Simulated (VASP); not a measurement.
BeRhS3: relaxation of cell and atoms with PBE

Crystal: BeRhS3.

```xyz
5
Lattice="4.6202 0.0000 0.0000 0.0000 4.6202 0.0000 0.0000 0.0000 4.6202" Properties=species:S:1:pos:R:3 pbc="T T T"
Be    0.0000    0.0000    0.0000
Rh    2.3101    2.3101    2.3101
S     0.0000    2.3101    2.3101
S     2.3101    0.0000    2.3101
S     2.3101    2.3101    0.0000
```

The cell was built from a structure type or drawn by symmetry, and may not be a known phase.

* Program: VASP 6.6.1
* Task: relaxation of cell and atoms
* Functional: PBE
* Potentials or basis: VASP PAW PBE potentials, release 64 (Be, Rh_pv, S)
* Cutoff: 600 eV
* k mesh: 8 × 8 × 8
* Occupations: gaussian, width 0.1 eV
* Spin: no spin polarisation
* Dipole correction: no
* Further INCAR settings: ALGO = Normal; EDIFF = 1e-06; IBRION = 2; EDIFFG = -0.01; NSW = 100; ISIF = 3

```yaml
Relaxed_volume: 19.67 Å³/atom
Relaxed_cell: a = 4.616 Å, b = 4.616 Å, c = 4.616 Å, α = 90.00°, β = 90.00°, γ = 90.00°
Space_group_after_relaxing_to_0.1_Å: Pm-3m (No. 221)
Energy_gained_by_relaxing: 0.0 meV/atom
Ionic_steps: 3
Pressure_after_relaxing: 0.0 GPa
```

The path:
```tsv
step	energy change (eV)	largest force (eV/Å)	pressure (GPa)	volume (Å³)
1	0.0000	0.0000	-0.23	98.62
2	-0.0002	0.0000	0.12	98.22
3	-0.0002	0.0000	0.00	98.34
```

Final structure:
```cif
data_structure
_symmetry_space_group_name_H-M 'P 1'
_symmetry_Int_Tables_number 1
_cell_length_a 4.6158
_cell_length_b 4.6158
_cell_length_c 4.6158
_cell_angle_alpha 90.000
_cell_angle_beta 90.000
_cell_angle_gamma 90.000
_cell_volume 98.34
loop_
_atom_site_label
_atom_site_type_symbol
_atom_site_fract_x
_atom_site_fract_y
_atom_site_fract_z
_atom_site_occupancy
Be1 Be 0.00000 0.00000 0.00000 1
Rh1 Rh 0.50000 0.50000 0.50000 1
S1 S 0.00000 0.50000 0.50000 1
S2 S 0.50000 0.00000 0.50000 1
S3 S 0.50000 0.50000 0.00000 1
```

Levels at points of the mesh, in eV from the Fermi level:
```tsv
k point	band 16	band 17	band 18	band 19	band 20	band 21
(0.00, 0.00, 0.00)	-1.06	-1.06	-1.02	-0.53	-0.53	-0.53
(0.50, 0.00, 0.00)	-0.58	-0.58	0.05	0.05	1.17	1.49
(0.50, 0.50, 0.00)	-0.07	0.26	0.26	0.44	1.56	2.59
(0.50, 0.50, 0.50)	-0.50	0.48	0.48	0.48	5.19	5.29
```

Run time: 76 s on 1 thread of Intel(R) Xeon(R) 6975P-C (Granite Rapids) (shared host), peak memory 0.31 GiB.

Caveat: the highest band is partly filled, so the run has too few bands.
